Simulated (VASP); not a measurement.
# Sr (P3_121) in VASP: relaxation of cell and atoms with PBE

Aim: the relaxation of cell and atoms of Sr with PBE.

Everything below comes from runs of VASP 6.6.1. Logs are shortened: lines on timing, memory, paths and dates and some standing lists are left out, and cuts for length are marked.

## Step 1: The cell of the first run

It takes space group P3_121 (No. 152, trigonal). The conventional cell has a = 5.625 Å, b = 5.625 Å, c = 6.381 Å, α = 90.00°, β = 90.00°, γ = 120.00°. Within 4.0 Å of Sr (site symmetry 2) lie 2 Sr at 3.06 Å.

## Step 2: Relaxation of cell and atoms, PBE

INCAR reads:

```
  PREC = Accurate
  ENCUT = 600
  EDIFF = 1E-6
  ISMEAR = 0
  SIGMA = 0.1
  LREAL = False
  LASPH = True
  NELM = 60
  ALGO = Normal
  ISIF = 3
  LWAVE = False
  LCHARG = False
  GGA = PE
  IBRION = 2
  NSW = 90
  EDIFFG = -0.04
```

KPOINTS reads:

```
Automatic mesh
0
Gamma
  6 6 4
```

POSCAR reads:

```
Sr
1.0
    5.6246462753      0.0000000000      0.0000000000
   -2.8123231377      4.8710865618      0.0000000000
    0.0000000000      0.0000000000      6.3813494836
Sr
3
Direct
    0.2254000000      0.0000000000      0.3333333333
    0.0000000000      0.2254000000      0.6666666667
    0.7746000000      0.7746000000      0.0000000000
```

Potentials or basis: VASP PAW PBE potentials, release 64 (Sr_sv).

Run with:

```
$ cat potpaw_PBE.64/Sr_sv/POTCAR > POTCAR
$ mpirun -np 1 vasp_std > vasp.out
```

OUTCAR:

```text
PREC = Accurate
   ENCUT = 600
   EDIFF = 1E-6
   ISMEAR = 0
   LREAL = False
   LASPH = True
   NELM = 60
   ISIF = 3
   GGA = PE
   IBRION = 2
   NSW = 90
   EDIFFG = -0.04

 ion  position               nearest neighbor table
   1  0.225  0.000  0.333-   3 3.06   2 3.06   3 4.43   3 4.43   2 4.43   2 4.43   2 4.79   3 4.79

   2  0.000  0.225  0.667-   3 3.06   1 3.06   3 4.43   3 4.43   1 4.43   1 4.43   1 4.79   3 4.79

   3  0.775  0.775  0.000-   1 3.06   2 3.06   2 4.43   1 4.43   2 4.43   1 4.43   1 4.79   2 4.79

  LATTYP: Found a hexagonal cell.
 ALAT       =     5.6246462753
 C/A-ratio  =     1.1345334749

  Lattice vectors:

 A1 = (   5.6246462753,   0.0000000000,   0.0000000000)
 A2 = (  -2.8123231377,   4.8710865618,   0.0000000000)
 A3 = (   0.0000000000,   0.0000000000,   6.3813494836)

Analysis of symmetry for initial positions (statically):
=====================================================================
 Subroutine PRICEL returns:
 Original cell was already a primitive cell.

 Routine SETGRP: Setting up the symmetry group for a
 hexagonal supercell.

 Subroutine GETGRP returns: Found  6 space group operations
 (whereof  2 operations were pure point group operations)
 out of a pool of 24 trial point group operations.

The static configuration has the point symmetry C_2 .
 The point group associated with its full space group is D_3 .

Analysis of symmetry for dynamics (positions and initial velocities):
=====================================================================
 Subroutine PRICEL returns:
 Original cell was already a primitive cell.

 Routine SETGRP: Setting up the symmetry group for a
 hexagonal supercell.

 Subroutine GETGRP returns: Found  6 space group operations
 (whereof  2 operations were pure point group operations)
 out of a pool of 24 trial point group operations.

The dynamic configuration has the point symmetry C_2 .
 The point group associated with its full space group is D_3 .

 Subroutine INISYM returns: Found  6 space group operations
 (whereof  2 operations are pure point group operations),
 and found     1 'primitive' translations

----------------------------------------------------------------------------------------

                                     Primitive cell

  volume of cell :     174.8371
[... 90 lines left out ...]
   EDIFF  = 0.1E-05   stopping-criterion for ELM
   LREAL  =      F    real-space projection
   EDIFFG = -.4E-01   stopping-criterion for IOM
   NSW    =     90    number of steps for IOM
   IBRION =      2    ionic relax: 0-MD 1-quasi-New 2-CG
   NFREE  =      1    steps in history (QN), initial steepest desc. (CG)
   ISIF   =      3    stress and relaxation
   ISYM   =      2    0-nonsym 1-usesym 2-fastsym
   POTIM  = 0.5000    time-step for ionic-motion
   TEBEG  =    0.0;   TEEND  =   0.0 temperature during run
   PSTRESS=    0.0 pullay stress
   NELECT =      30.0000    total number of electrons
   NUPDOWN=      -1.0000    fix difference up-down
   EMIN   =  10.00;   EMAX   =-10.00  energy-range for DOS
   EFERMI =   0.00;   METHOD = LEGACY
   ISMEAR =     0;   SIGMA  =   0.10  broadening in eV -4-tet -1-fermi 0-gaus
   EFERMI_NEDOS =   21; number of points for ismear=-14 and -15
   IALGO  =     38    algorithm
   IMIX   =      4    mixing-type and parameters
     AMIX     =   0.40;   BMIX     =  1.00
     AMIX_MAG =   1.60;   BMIX_MAG =  1.00
  volume/ion in A,a.u.               =      58.28       393.29
  Fermi-wavevector in a.u.,A,eV,Ry     =   0.909712  1.719107 11.259861  0.827576
  Thomas-Fermi vector in A             =   2.033789
   LORBIT       =      0    0 simple, 1 ext, 2 COOP (PROOUT), +10 PAW based schemes
   GGA     = PE    functional components
   LHFCALC =     F    Hartree Fock is set to
   AEXX    =    0.0000 exact exchange contribution
   IVDW    =     0    specifies the selected vdW correction
   LEPSILON=     F    determine dielectric tensor
   LRPA    =     F    only Hartree local field effects (RPA)
 conjugate gradient relaxation of ions
 non-spin polarized calculation
 Gauss-broadening in eV      SIGMA  =   0.10
  energy-cutoff  :      600.00
  volume of cell :      174.84
 maximum number of plane-waves:      5882
 NGX is ok and might be reduce to    48
   NGX = 23   NGY = 23   NGZ = 25

--------------------------------------- Ionic step        1  -------------------------------------------

 number of electron      30.0000000 magnetization

 Free energy of the ion-electron system (eV)
  ---------------------------------------------------
  ext. energy  EPLUGINS =         0.00000000
  ---------------------------------------------------
  free energy    TOTEN  =        -1.71423205 eV

  energy without entropy =       -1.69315298  energy(sigma->0) =       -1.70369252

------------------------ aborting loop because EDIFF is reached ----------------------------------------

  FORCE on cell =-STRESS in cart. coord.  units (eV):
  Direction    XX          YY          ZZ          XY          YZ          ZX
  --------------------------------------------------------------------------------------
  -------------------------------------------------------------------------------------
  Total       -0.0296008     -0.0296008      3.5851873      0.0000000     -0.0000000     -0.0000000
  in kB       -0.2712568     -0.2712568     32.8540444      0.0000000     -0.0000000     -0.0000000
  external PRESSURE =      10.7705103 kB  Pullay stress =       0.0000000 kB
[... 92 lines left out ...]
  FREE ENERGIE OF THE ION-ELECTRON SYSTEM (eV)
  ---------------------------------------------------
  free  energy   TOTEN  =        -3.5036331017 eV

  energy  without entropy=       -3.4830967253  energy(sigma->0) =       -3.49336491

[... ionic steps 4 to 21 ...]

--------------------------------------- Ionic step       22  -------------------------------------------

 number of electron      30.0000001 magnetization

------------------------ aborting loop because EDIFF is reached ----------------------------------------
[... 69 lines left out ...]
--------------------------------------- Ionic step       24  -------------------------------------------

 number of electron      30.0000000 magnetization

 Free energy of the ion-electron system (eV)
  ---------------------------------------------------
  ext. energy  EPLUGINS =         0.00000000
  ---------------------------------------------------
  free energy    TOTEN  =        -4.87638243 eV

  energy without entropy =       -4.84844495  energy(sigma->0) =       -4.86241369

 E-fermi :   1.6134     XC(G=0):  -7.3704

 val. band max:        1.6049867874   @ k =   0.3333   0.3333   0.5000
 cond. band min:       1.6144969627   @ k =   0.3333   0.3333   0.5000
 fundamental gap:      0.0095101753
 Fermi energy:         1.6133708455

 k-point     1 :       0.0000    0.0000    0.0000
  band No.  band energies     occupation
      1     -34.9984      2.00000
      2     -34.9865      2.00000
      3     -34.9865      2.00000
      4     -17.0452      2.00000
      5     -17.0452      2.00000
      6     -16.9111      2.00000
[... 547 lines left out ...]
  FREE ENERGIE OF THE ION-ELECTRON SYSTEM (eV)
  ---------------------------------------------------
  free  energy   TOTEN  =        -4.8763824307 eV

  energy  without entropy=       -4.8484449481  energy(sigma->0) =       -4.86241369

 reached required accuracy - stopping structural energy minimisation
```

OSZICAR:

```text
N       E                     dE             d eps       ncg     rms          rms(c)
DAV:   1     0.215727579205E+03    0.21573E+03   -0.14848E+04   912   0.147E+03
DAV:   2     0.175215096448E+02   -0.19821E+03   -0.19547E+03   997   0.321E+02
DAV:   3    -0.607463346615E+00   -0.18129E+02   -0.17851E+02  1586   0.709E+01
[... 268 lines left out ...]
DAV:   4    -0.487635396065E+01    0.10461E-03   -0.31555E-04  1754   0.100E-01    0.750E-02
DAV:   5    -0.487636988085E+01   -0.15920E-04   -0.11164E-04  1751   0.559E-02    0.310E-02
DAV:   6    -0.487638106417E+01   -0.11183E-04   -0.15166E-05  1573   0.240E-02    0.743E-03
DAV:   7    -0.487638250313E+01   -0.14390E-05   -0.53080E-07   594   0.639E-03    0.143E-03
DAV:   8    -0.487638243066E+01    0.72463E-07   -0.64426E-08   571   0.155E-03
  24 F= -.48763824E+01 E0= -.48624137E+01  d E =-.292621E-02
```

CONTCAR:

```text
Sr
   1.00000000000000
     4.2888503500803692    0.0000000000154141   -0.0000000000000001
    -2.1444251750649617    3.7142533562119433    0.0000000000000000
     0.0000000000000001   -0.0000000000000001   10.2865213077637510
  Sr
     3
Direct
     0.3485405182376673    0.9999999999999922    0.3333333332999970
     0.0000000000000078    0.3485405182376985    0.6666666667000030
     0.6514594817623246    0.6514594817623093    0.0000000000000000

  0.00000000E+00  0.00000000E+00  0.00000000E+00
  0.00000000E+00  0.00000000E+00  0.00000000E+00
  0.00000000E+00  0.00000000E+00  0.00000000E+00
```

Run time: 21 min. Hardware: 1 thread of AMD EPYC 9R45 (Zen 5), shared host; peak memory 0.39 GiB.

What came out:

```
Free energy                           : -4.8764 eV
Relaxed volume                        : 54.62 Å³/atom
Relaxed cell                          : a = 4.289 Å, b = 4.289 Å, c = 10.287 Å, α = 90.00°, β = 90.00°, γ = 120.00°
Space group after relaxing (to 0.1 Å) : P3_121 (No. 152)
Energy gained by relaxing             : 1054.1 meV/atom
Ionic steps                           : 24
Pressure after relaxing               : 0.0 GPa
Largest force after relaxing          : 0.036 eV/Å
Band gap on the k mesh                : zero (bands 15 and 16 overlap by 0.02 eV)
```

Forces in eV/Å, atoms in the order of the input:
```
Sr  -0.036  0.000  0.000
Sr   0.018 -0.032  0.000
Sr   0.018  0.032  0.000
```

Stress tensor (GPa, compression positive):
```
-0.02  0.00  0.00
 0.00 -0.02  0.00
 0.00  0.00  0.09
```

The path:
```tsv
step	energy change (eV)	largest force (eV/Å)	pressure (GPa)	volume (Å³)
1	0.0000	2.4368	1.08	174.84
2	-0.8882	1.7040	0.36	184.74
3	-1.7894	0.5325	-0.82	205.71
4	-1.8912	0.2762	-1.06	213.13
5	-1.9255	0.1091	-1.23	219.71
6	-2.2103	0.0520	-0.79	193.20
7	-2.2521	0.1153	5.27	123.61
8	-2.4658	0.0028	0.30	163.61
9	-2.5021	0.0587	2.13	142.48
10	-2.5150	0.0352	1.30	150.25
11	-2.6680	0.0613	1.91	145.12
12	-2.7010	0.0576	4.75	127.01
13	-2.8056	0.0705	3.32	135.26
14	-3.0438	0.0562	1.99	143.98
15	-3.1044	0.0398	0.88	154.10
16	-3.1067	0.0419	1.01	152.69
17	-3.1410	0.0447	0.56	157.17
18	-3.1584	0.0464	0.10	162.68
19	-3.1592	0.0467	0.00	164.10
20	-3.1592	0.0467	-0.01	164.34
21	-3.1592	0.0468	-0.03	164.57
22	-3.1596	0.0459	-0.03	164.50
23	-3.1606	0.0430	-0.02	164.29
24	-3.1622	0.0365	0.02	163.86
```

Final structure:
```xyz
3
Lattice="4.2889 0.0000 0.0000 -2.1444 3.7143 0.0000 0.0000 0.0000 10.2865" Properties=species:S:1:pos:R:3 pbc="T T T"
Sr   -0.6496    3.7143    3.4288
Sr   -0.7474    1.2946    6.8577
Sr    1.3970    2.4197    0.0000
```

Caveat: a cell axis changed by over 15 % at a fixed basis, so the end point is rough.
